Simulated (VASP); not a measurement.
AlGa3N4, 8 atoms in the cell. The structure is trigonal, space group R3m (No. 160). The conventional cell has a = 6.307 Å, b = 6.307 Å, c = 8.461 Å, α = 90.00°, β = 90.00°, γ = 120.00°. Within 2.5 Å of Al (site symmetry 3m) lie 4 N at 1.91 to 2.07 Å. Ga (site symmetry m) has 4 N at 1.96 to 2.13 Å within 2.6 Å. N (site symmetry m) has 1 Al at 1.91 Å and 3 Ga at 1.96 to 2.13 Å within 2.5 Å. N (site symmetry 3m) has 3 Ga at 1.97 Å and 1 Al at 2.07 Å within 2.6 Å. 

| Property | Result |
| --- | --- |
| Program | VASP 6.6.1 |
| Task | single point |
| Functional | LDA |
| Potentials or basis | VASP PAW LDA potentials, release 64 (Al, Ga_d, N) |
| Cutoff | 520 eV |
| k mesh | 6 × 6 × 6 |
| Occupations | gaussian, width 0.05 eV |
| Spin | no spin polarisation |
| Dipole correction | no |
| Further INCAR settings | ALGO = Normal; EDIFF = 1e-07; NBANDS = 41 |

Potentials or basis: VASP PAW LDA potentials, release 64 (Al, Ga_d, N).

Launch:

```sh
$ cat potpaw_LDA.64/Al/POTCAR potpaw_LDA.64/Ga_d/POTCAR potpaw_LDA.64/N/POTCAR > POTCAR
$ mpirun -np 1 vasp_std > vasp.out
```

Hardware: 1 thread of Intel(R) Xeon(R) 6975P-C (Granite Rapids), with other jobs on the host.

Q: How long does it take, and how much memory?

A: Wall time 54 s on 1 thread of Intel(R) Xeon(R) 6975P-C (Granite Rapids), with other jobs on the host, peak memory 0.24 GiB. Counts: scf iterations 16, k points 32.
